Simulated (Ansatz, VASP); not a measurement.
Two plane-wave programs on NiO

Contents of POSCAR:

```
NiO
1.0
    0.0000000000      2.0913095100      2.0913095100
    2.0913095100      0.0000000000      2.0913095100
    2.0913095100      2.0913095100      0.0000000000
Ni O
1 1
Direct
    0.0000000000      0.0000000000      0.0000000000
    0.5000000000      0.5000000000      0.5000000000
```

The input INCAR.step1:

```
SYSTEM = NiO
ALGO = Normal
EDIFF = 1E-4
ENCUT = 520
GGA = PE
ISMEAR = 0
ISPIN = 2
LASPH = .TRUE.
LCHARG = .FALSE.
LDAU = .TRUE.
LDAUJ = 0 0
LDAUL = 2 -1
LDAUTYPE = 2
LDAUU = 2 0
LMAXMIX = 4
LREAL = .FALSE.
LWAVE = .TRUE.
MAGMOM = 1.9 0.22
NBANDS = 19
NELM = 150
PREC = Accurate
SIGMA = 0.05
```

INCAR.step2

```
SYSTEM = NiO
ALGO = Normal
EDIFF = 1E-6
ENCUT = 520
ISIF = 2
ISMEAR = 0
ISPIN = 2
ISTART = 1
LASPH = .TRUE.
LCHARG = .TRUE.
LDAU = .TRUE.
LDAUJ = 0 0
LDAUL = 2 -1
LDAUPRINT = 1
LDAUTYPE = 2
LDAUU = 2 0
LELF = .TRUE.
LMAXMIX = 4
LMIXTAU = .TRUE.
LORBIT = 11
LREAL = .FALSE.
LVHAR = .TRUE.
LWAVE = .FALSE.
MAGMOM = 1.9 0.22
METAGGA = R2SCAN
NBANDS = 19
NELM = 150
PREC = Accurate
SIGMA = 0.05
```

File KPOINTS:

```
k-points
0
G
  8 8 8
  0 0 0
```

Input for Ansatz:

```yaml
crystal:
  lattice:
    - [0.0, 2.09130951, 2.09130951]
    - [2.09130951, 0.0, 2.09130951]
    - [2.09130951, 2.09130951, 0.0]
  atoms:
    - { symbol: Ni, position: [0.0, 0.0, 0.0], spin: 0.3 }
    - { symbol: O, position: [0.5, 0.5, 0.5] }
basis:
  ecutwfc: 500
  ecutrho_ratio: 4
kpoints:
  mp_grid: { grid: [8, 8, 8] }
hamiltonian:
  xc: r2scan
  hubbard:
    sites:
      - { site: 0, l: d, u_eff: 2.0, starting_ns: [{ spin: up, occupation_matrix: s0up }, { spin: down, occupation_matrix: s0down }] }
    occupation_matrices:
      s0up:
        matrix:
          - [0.97, 0.0, 0.0, 0.0, 0.0]
          - [0.0, 0.97, 0.0, 0.0, 0.0]
          - [0.0, 0.0, 0.97, 0.0, 0.0]
          - [0.0, 0.0, 0.0, 0.97, 0.0]
          - [0.0, 0.0, 0.0, 0.0, 0.02]
      s0down:
        matrix:
          - [0.97, 0.0, 0.0, 0.0, 0.0]
          - [0.0, 0.02, 0.0, 0.0, 0.0]
          - [0.0, 0.0, 0.97, 0.0, 0.0]
          - [0.0, 0.0, 0.0, 0.97, 0.0]
          - [0.0, 0.0, 0.0, 0.0, 0.97]
    ns_hold: until_converged
scf:
  occupations: { method: gaussian, width: 0.05 }
  lower_state_search: "off"
  max_iter: 150
output:
  forces: true
  stress: true
  eigenvalues: true
  populations: true
  hubbard: { sites: [{ site: 0, l: d }] }
magnetization:
  spin_polarized: true
```

Alike in both runs: task single point; functional r2SCAN; k mesh 8 × 8 × 8; occupations gaussian, width 0.05 eV; collinear spin; Hubbard terms Ni d U = 2.0 eV.

```csv
,VASP,Ansatz
version,VASP 6.6.1,Ansatz 0.2.0
potentials or method,"VASP PAW PBE potentials, release 64 (Ni, O), cutoff 520 eV","scalar-relativistic, plane waves, PAW"
valence electrons in the cell,16,24
```

Ansatz gave:

```
pressure (GPa)                                                : 16.0
traceless stress, the component that is largest in VASP (GPa) : 7.21
net moment per atom (μB)                                      : 1.00
size of the moment on the site where the two differ most (μB) : 1.72
```

Problem. What did VASP give for the same quantities?

Solution. Pressure (GPa): 0.0; traceless stress, the component that is largest in VASP (GPa): 0.00; net moment per atom (μB): 1.00; size of the moment on the site where the two differ most (μB): 1.76.

VASP's potentials were made for PBE, not for r2SCAN. Site moments also hang on the region over which each program counts them. The programs project onto different local orbitals, so the same U acts differently, and such runs can settle in different states. VASP's potentials hold 16 valence electrons a cell and Ansatz's 24, so a difference there can come from the potentials and not from the codes. Ansatz's warnings: filled band counts differ across k points, specified occupation not kept, stability check not made, symmetry narrowed by occupation matrices.
